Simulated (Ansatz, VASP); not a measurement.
Given: the input of a run of VASP 6.6.1 on AlRu.

Contents of POSCAR:

```
AlRu
1.0
    3.0502737196      0.0000000000      0.0000000000
    0.0000000000      3.0502737196      0.0000000000
    0.0000000000      0.0000000000      3.0502737196
Ru Al
1 1
Direct
    0.5000000000      0.5000000000      0.5000000000
    0.0000000000      0.0000000000      0.0000000000
```

The input INCAR.step1:

```
ALGO = Normal ; EDIFF = 1E-5
ENCUT = 520 ; GGA = PE
ISIF = 2 ; ISMEAR = -1
LASPH = True ; LCHARG = False
LREAL = False ; LWAVE = True
NBANDS = 16 ; NELM = 60
PREC = Accurate ; SIGMA = 0.05
```

Contents of INCAR.step2:

```
AEXX = 0.25 ; ALGO = Normal
EDIFF = 1E-6 ; ENCUT = 520
GGA = PE ; ISIF = 2
ISMEAR = -1 ; ISTART = 1
LASPH = True ; LCHARG = False
LHFCALC = True ; LREAL = False
LWAVE = False ; NBANDS = 16
NELM = 60 ; PREC = Accurate
PRECFOCK = Normal ; SIGMA = 0.05
```

The input KPOINTS:

```
k-points
0
Gamma
  6 6 6
```

Potentials or basis: VASP PAW PBE potentials, release 64 (Ru_pv, Al).

Command:

```console
$ cat potpaw_PBE.64/Ru_pv/POTCAR potpaw_PBE.64/Al/POTCAR > POTCAR
$ cp INCAR.step1 INCAR
$ mpirun -np 1 vasp_std > vasp.out
$ cp INCAR.step2 INCAR
$ mpirun -np 1 vasp_std > vasp.out
```

**Question.** Set up the same calculation for Ansatz 0.2.0. Potentials there: Ansatz PAW.

**Answer.** As run (the cutoff follows the program's own potentials):

File input:

```
crystal:
  lattice:
    - [3.0502737196, 0.0, 0.0]
    - [0.0, 3.0502737196, 0.0]
    - [0.0, 0.0, 3.0502737196]
  atoms:
    - { symbol: Ru, position: [0.5, 0.5, 0.5] }
    - { symbol: Al, position: [0.0, 0.0, 0.0] }
hamiltonian:
  xc: pbe0
  pseudopotentials: { kind: paw }
kpoints:
  mp_grid: { grid: [6, 6, 6] }
scf:
  occupations: { method: fermi_dirac, width: 0.05 }
output:
  forces: true
  stress: true
  eigenvalues: true
```

Both were run:

|  | VASP | Ansatz | Ansatz less VASP |
| --- | --- | --- | --- |
| gap on the k mesh at the Fermi level (eV) | none | none | - |
| pressure (GPa) | -15.2 | -15.1 | +0.06 |

A gap of «none» marks a metal or a gap that the smearing closes. With one functional, cell and mesh, what is left measures potentials, basis and numerics. VASP's potentials hold 17 valence electrons a cell and Ansatz's 19, so a difference there can come from the potentials and not from the codes.
